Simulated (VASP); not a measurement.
Input of a VASP 6.6.1 run:

INCAR

```
PREC = Accurate
ENCUT = 520
EDIFF = 1E-6
ISMEAR = 0
SIGMA = 0.1
LREAL = False
LASPH = True
NELM = 80
ALGO = Normal
ISIF = 2
LWAVE = False
LCHARG = False
GGA = PE
NBANDS = 24
```

KPOINTS

```
regular mesh
0
Gamma
  6 6 6
```

The input POSCAR:

```
NaH6Os2
1.0
   -1.5377297400      3.2592324700      4.1446804100
    1.5377297400     -3.2592324700      4.1446804100
    1.5377297400      3.2592324700     -4.1446804100
Na H Os
1 6 2
Direct
    0.5000000000      0.0000000000      0.5000000000
    0.8609272800      0.5000000000      0.3609272800
    0.1390727200      0.5000000000      0.6390727200
    0.9612633600      0.6971430000      0.2641203600
    0.5669773500      0.3028570000      0.2641203600
    0.4330226500      0.6971430000      0.7358796400
    0.0387366400      0.3028570000      0.7358796400
    0.8453003800      0.8453003800      0.0000000000
    0.1546996200      0.1546996200      0.0000000000
```

Potentials or basis: VASP PAW PBE potentials, release 64 (Na_pv, H, Os).

The run is started by

```sh
$ cat potpaw_PBE.64/Na_pv/POTCAR potpaw_PBE.64/H/POTCAR potpaw_PBE.64/Os/POTCAR > POTCAR
$ mpirun -np 1 vasp_std > vasp.out
```

Q: Estimate the pressure.

A: -17.9 GPa.

Q: What does it give for the largest force?

A: 0.637 eV/Å.

Q: What does it give for the band gap on the k mesh?

A: Zero (an odd number of electrons rules out a gap without spin polarisation).

Forces in eV/Å, atoms in the order of the input:
```
Na   0.000  0.000  0.000
H    0.000  0.637  0.000
H    0.000 -0.637  0.000
H    0.000  0.056  0.160
H    0.000  0.056 -0.160
H    0.000 -0.056  0.160
H    0.000 -0.056 -0.160
Os   0.000  0.000 -0.543
Os   0.000  0.000  0.543
```

Caveat: the k points lie up to 0.36 Å⁻¹ apart, too coarse for converged energies and pressures of a metal; spin-orbit coupling is left out, which moves the levels of the heavy elements; an odd number of electrons without spin polarisation forces a metal; a magnetic or distorted state may lie lower.
